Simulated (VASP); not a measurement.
# Os (I4/mmm) in VASP: a series of runs

Runs on Os. Level: r2SCAN. Tasks: single point.

All numbers are computed with VASP 6.6.1; they aren't measurements. Logs are shortened: lines on timing, memory, paths and dates and some standing lists are left out, and cuts for length are marked.

**1. The cell of the first run**

Symmetry: I4/mmm, No. 139, tetragonal system. Conventional cell: a = 2.751 Å, b = 2.751 Å, c = 4.007 Å, α = 90.00°, β = 90.00°, γ = 90.00°. Within 3.6 Å of Os (site symmetry 4/mmm) lie 12 Os at 2.75 to 2.79 Å.

**2. Single point, r2SCAN (strain +0.000 along x and y, +0.030 along z)**

Contents of POSCAR:

```
Os
1.0
    0.0000000000      1.9450000000      2.0033500000
    1.9450000000      0.0000000000      2.0033500000
    1.9450000000      1.9450000000      0.0000000000
Os
1
Direct
    0.0000000000      0.0000000000      0.0000000000
```

Contents of INCAR.step1:

```
SYSTEM = Os
PREC = Accurate
ENCUT = 520
ISMEAR = 0
SIGMA = 0.15
LREAL = .False.
LASPH = .True.
NELM = 100
NBANDS = 10
GGA = PE
ALGO = Normal
EDIFF = 1E-4
LWAVE = .True.
LCHARG = .False.
```

Contents of INCAR.step2:

```
SYSTEM = Os
PREC = Accurate
ENCUT = 520
EDIFF = 1E-7
ISMEAR = 0
SIGMA = 0.15
LREAL = .False.
LASPH = .True.
NELM = 100
ALGO = Normal
ISIF = 2
LWAVE = .False.
LCHARG = .False.
METAGGA = R2SCAN
LMIXTAU = .True.
NBANDS = 10
ISTART = 1
```

Contents of KPOINTS:

```
regular mesh
0
Gamma
  20 20 20
  0 0 0
```

Potentials or basis: VASP PAW PBE potentials, release 64 (Os).

Command:

```sh
$ cat potpaw_PBE.64/Os/POTCAR > POTCAR
$ cp INCAR.step1 INCAR
$ mpirun -np 1 vasp_std > vasp.out
$ cp INCAR.step2 INCAR
$ mpirun -np 1 vasp_std > vasp.out
```

OUTCAR:

```text
SYSTEM = Os
   PREC = Accurate
   ENCUT = 520
   EDIFF = 1E-7
   ISMEAR = 0
   LREAL = .False.
   LASPH = .True.
   NELM = 100
   ISIF = 2
   METAGGA = R2SCAN
   ISTART = 1

 ion  position               nearest neighbor table
   1  0.000  0.000  0.000-

  LATTYP: Found a body centered tetragonal cell.
 ALAT       =     2.7506453788
 C/A-ratio  =     1.4566399692

  Lattice vectors:

 A1 = (  -1.9450000000,   0.0000000000,   2.0033500000)
 A2 = (   1.9450000000,   0.0000000000,   2.0033500000)
 A3 = (   0.0000000000,   1.9450000000,  -2.0033500000)

Analysis of symmetry for initial positions (statically):
=====================================================================
 Subroutine PRICEL returns:
 Original cell was already a primitive cell.

 Routine SETGRP: Setting up the symmetry group for a
 body centered tetragonal supercell.

 Subroutine GETGRP returns: Found 16 space group operations
 (whereof 16 operations were pure point group operations)
 out of a pool of 16 trial point group operations.

The static configuration has the point symmetry D_4h.

Analysis of symmetry for dynamics (positions and initial velocities):
=====================================================================
 Subroutine PRICEL returns:
 Original cell was already a primitive cell.

 Routine SETGRP: Setting up the symmetry group for a
 body centered tetragonal supercell.

 Subroutine GETGRP returns: Found 16 space group operations
 (whereof 16 operations were pure point group operations)
 out of a pool of 16 trial point group operations.

The dynamic configuration has the point symmetry D_4h.

 Subroutine INISYM returns: Found 16 space group operations
 (whereof 16 operations are pure point group operations),
 and found     1 'primitive' translations

----------------------------------------------------------------------------------------

                                     Primitive cell

  volume of cell :      15.1574

  direct lattice vectors                    reciprocal lattice vectors
     0.000000000  1.945000000  2.003350000    -0.257069409  0.257069409  0.249581950
     1.945000000  0.000000000  2.003350000     0.257069409 -0.257069409  0.249581950
     1.945000000  1.945000000  0.000000000     0.257069409  0.257069409 -0.249581950

  length of vectors
     2.792209917  2.792209917  2.750645379     0.440976770  0.440976770  0.440976770

  position of ions in fractional coordinates (direct lattice)
     0.000000000  0.000000000  0.000000000

  ion indices of the primitive-cell ions
   primitive index   ion index
                 1           1

----------------------------------------------------------------------------------------

 KPOINTS: regular mesh

Automatic generation of k-mesh.
 Grid dimensions read from file:
 generate k-points for:   20   20   20

 Generating k-lattice:

  Cartesian coordinates                     Fractional coordinates (reciprocal lattice)
    -0.012853470  0.012853470  0.012479098     0.050000000  0.000000000  0.000000000
     0.012853470 -0.012853470  0.012479098     0.000000000  0.050000000  0.000000000
     0.012853470  0.012853470 -0.012479098    -0.000000000 -0.000000000  0.050000000

  Length of vectors
     0.022048839  0.022048839  0.022048839

  Shift w.r.t. Gamma in fractional coordinates (k-lattice)
     0.000000000  0.000000000  0.000000000

 Subroutine IBZKPT returns following result:
 ===========================================

 Found    641 irreducible k-points:

 Following reciprocal coordinates:
            Coordinates               Weight
  0.000000  0.000000  0.000000      1.000000
  0.050000  0.000000  0.000000      8.000000
  0.100000  0.000000  0.000000      8.000000
  0.150000  0.000000  0.000000      8.000000
  0.200000  0.000000  0.000000      8.000000
  0.250000  0.000000  0.000000      8.000000
[... 16 lines left out ...]
 -0.400000  0.050000  0.000000      8.000000
 -0.350000  0.050000  0.000000      8.000000
 [... further k-points ...]
   k-points           NKPTS =    641   k-points in BZ     NKDIM =    641   number of bands    NBANDS=     10
   number of dos      NEDOS =    301   number of ions     NIONS =      1
   total plane-waves  NPLWV =  11520
   dimension x,y,z NGX =    24 NGY =   24 NGZ =   20
   dimension x,y,z NGXF=    48 NGYF=   48 NGZF=   40
   ions per type =               1
   NGX,Y,Z   is equivalent  to a cutoff of  14.29, 14.29, 12.09 a.u.
   NGXF,Y,Z  is equivalent  to a cutoff of  28.58, 28.58, 24.18 a.u.
 SYSTEM =  Os
   PREC   = accura    normal or accurate (medium, high low for compatibility)
   ISTART =      1    job   : 0-new  1-cont  2-samecut
   ICHARG =      0    charge: 1-file 2-atom 10-const
   ISPIN  =      1    spin polarized calculation?
   LNONCOLLINEAR =      F non collinear calculations
   LSORBIT =      F    spin-orbit coupling
   LASPH  =      T    aspherical Exc in radial PAW
   ENCUT  =  520.0 eV  38.22 Ry    6.18 a.u.   5.19  5.19  5.11*2*pi/ulx,y,z
   NELM   =    100;   NELMIN=  2; NELMDL=  0     # of ELM steps
   EDIFF  = 0.1E-06   stopping-criterion for ELM
   LREAL  =      F    real-space projection
   EDIFFG = 0.1E-05   stopping-criterion for IOM
   NSW    =      0    number of steps for IOM
   IBRION =     -1    ionic relax: 0-MD 1-quasi-New 2-CG
   NFREE  =      0    steps in history (QN), initial steepest desc. (CG)
   ISIF   =      2    stress and relaxation
   ISYM   =      2    0-nonsym 1-usesym 2-fastsym
   POTIM  = 0.5000    time-step for ionic-motion
   TEBEG  =    0.0;   TEEND  =   0.0 temperature during run
   PSTRESS=    0.0 pullay stress
   NELECT =       8.0000    total number of electrons
   NUPDOWN=      -1.0000    fix difference up-down
   EMIN   =  10.00;   EMAX   =-10.00  energy-range for DOS
   EFERMI =   0.00;   METHOD = LEGACY
   ISMEAR =     0;   SIGMA  =   0.15  broadening in eV -4-tet -1-fermi 0-gaus
   EFERMI_NEDOS =   21; number of points for ismear=-14 and -15
   IALGO  =     38    algorithm
   IMIX   =      4    mixing-type and parameters
     AMIX     =   0.40;   BMIX     =  1.00
     AMIX_MAG =   1.60;   BMIX_MAG =  1.00
  volume/ion in A,a.u.               =      15.16       102.29
  Fermi-wavevector in a.u.,A,eV,Ry     =   1.323009  2.500125 23.814998  1.750353
  Thomas-Fermi vector in A             =   2.452648
   LORBIT       =      0    0 simple, 1 ext, 2 COOP (PROOUT), +10 PAW based schemes
   METAGGA = R2SCAN    functional components
   LHFCALC =     F    Hartree Fock is set to
   AEXX    =    0.0000 exact exchange contribution
   IVDW    =     0    specifies the selected vdW correction
   LEPSILON=     F    determine dielectric tensor
   LRPA    =     F    only Hartree local field effects (RPA)
 non-spin polarized calculation
 Gauss-broadening in eV      SIGMA  =   0.15
  energy-cutoff  :      520.00
  volume of cell :       15.16
 maximum number of plane-waves:       424
 NGX is ok and might be reduce to    24
   NGX = 11   NGY = 11   NGZ = 11

 number of electron       8.0000001 magnetization

 Free energy of the ion-electron system (eV)
  ---------------------------------------------------
  ext. energy  EPLUGINS =         0.00000000
  ---------------------------------------------------
  free energy    TOTEN  =       -52.75720405 eV

  energy without entropy =      -52.74605522  energy(sigma->0) =      -52.75162963

 E-fermi :   7.9937     XC(G=0): -14.8598

 val. band max:        7.9921539720   @ k =  -0.1000   0.1000   0.0000
 cond. band min:       7.9974516921   @ k =  -0.0500   0.1000   0.0500
 fundamental gap:      0.0052977201
 Fermi energy:         7.9937329804

 k-point     1 :       0.0000    0.0000    0.0000
  band No.  band energies     occupation
      1      -2.6074      2.00000
      2       4.9239      2.00000
      3       5.3517      2.00000
      4       5.3517      2.00000
      5       7.6999      1.99440
      6       8.2376      0.02151
      7      22.9582      0.00000
      8      27.9989      0.00000
      9      28.9399      0.00000
     10      28.9399      0.00000

 k-point     2 :       0.0500    0.0000    0.0000
  band No.  band energies     occupation
      1      -2.4945      2.00000
      2       4.9342      2.00000
      3       5.3240      2.00000
      4       5.4024      2.00000
      5       7.6713      1.99763
      6       8.1966      0.05576
      7      23.1629      0.00000
      8      27.8046      0.00000
      9      28.6985      0.00000
     10      29.1355      0.00000

 k-point     3 :       0.1000    0.0000    0.0000
  band No.  band energies     occupation
      1      -2.1646      2.00000
      2       4.8805      2.00000
      3       5.3302      2.00000
      4       5.5406      2.00000
      5       7.6101      1.99970
      6       8.0952      0.33881
      7      23.7355      0.00000
      8      26.7195      0.00000
      9      29.0676      0.00000
     10      29.7075      0.00000

 k-point     4 :       0.1500    0.0000    0.0000
  band No.  band energies     occupation
      1      -1.6474      2.00000
      2       4.7046      2.00000
      3       5.4315      2.00000
      4       5.7188      2.00000
      5       7.5917      1.99985
      6       7.9992      0.95901
      7      24.4973      0.00000
      8      25.4224      0.00000
      9      29.9234      0.00000
     10      30.6124      0.00000
[... 222 lines left out ...]
 k-point    22 :      -0.4500    0.0500    0.0000
  band No.  band energies     occupation
      1       0.7527      2.00000
      2       4.7812      2.00000
      3       5.3472      2.00000
      4       7.2833      2.00000
      5       9.9383      0.00000
      6      10.7146      0.00000
      7      16.6003      0.00000
      8      22.7449      0.00000
      9      28.0303      0.00000
     10      29.0712      0.00000

 k-point    23 :      -0.4000    0.0500    0.0000
  band No.  band energies     occupation
      1       0.7436      2.00000
      2       4.8804      2.00000
      3       5.4156      2.00000
      4       6.5874      2.00000
      5       9.5571      0.00000
      6      10.4276      0.00000
      7      17.6653      0.00000
      8      23.0995      0.00000
      9      28.4191      0.00000
     10      29.9735      0.00000

 k-point    24 :      -0.3500    0.0500    0.0000
  band No.  band energies     occupation
      1       0.6720      2.00000
      2       5.0261      2.00000
      3       5.5478      2.00000
      4       5.6872      2.00000
      5       9.0378      0.00000
      6       9.9151      0.00000
      7      19.1665      0.00000
      8      23.7755      0.00000
      9      29.2956      0.00000
     10      31.3443      0.00000

 [... further k-points ...]
[... 5 lines left out ...]
  --------------------------------------------------------------------------------------
  -------------------------------------------------------------------------------------
  Total       -2.1705292     -2.1705292     -2.9339939      0.0000000     -0.0000000      0.0000000
  in kB     -229.4299855   -229.4299855   -310.1299776      0.0000000     -0.0000000      0.0000000
  external PRESSURE =    -256.3299828 kB  Pullay stress =       0.0000000 kB

 VOLUME and BASIS-vectors are now :
 -----------------------------------------------------------------------------
  energy-cutoff  :      520.00
  volume of cell :       15.16
      direct lattice vectors                 reciprocal lattice vectors
     0.000000000  1.945000000  2.003350000    -0.257069409  0.257069409  0.249581950
     1.945000000  0.000000000  2.003350000     0.257069409 -0.257069409  0.249581950
     1.945000000  1.945000000  0.000000000     0.257069409  0.257069409 -0.249581950

 POSITION                                       TOTAL-FORCE (eV/Angst)
 -----------------------------------------------------------------------------------
      0.00000      0.00000      0.00000         0.000000      0.000000     -0.000000
 -----------------------------------------------------------------------------------
    total drift:                                0.000000      0.000000     -0.000000

  FREE ENERGIE OF THE ION-ELECTRON SYSTEM (eV)
  ---------------------------------------------------
  free  energy   TOTEN  =       -52.7572040501 eV

  energy  without entropy=      -52.7460552159  energy(sigma->0) =      -52.75162963
```

Wall time 98 s (1 thread of Intel Xeon 6975P-C (Granite Rapids), shared host); peak memory 0.23 GiB.

What came out:

```
Free energy            : -52.7572 eV
Pressure               : -25.6 GPa
Band gap on the k mesh : zero (band 4 reaches 10.43 eV, above the bottom of band 5 at 6.59 eV)
```

Caveat: the cell differs from its parent crystal (strain +0.000 along x and y, +0.030 along z); the PAW data sets were made with another functional, which shifts forces and pressure a little; spin-orbit coupling is left out, which moves the levels of the heavy elements.

(Continued in part 2 of 2.)
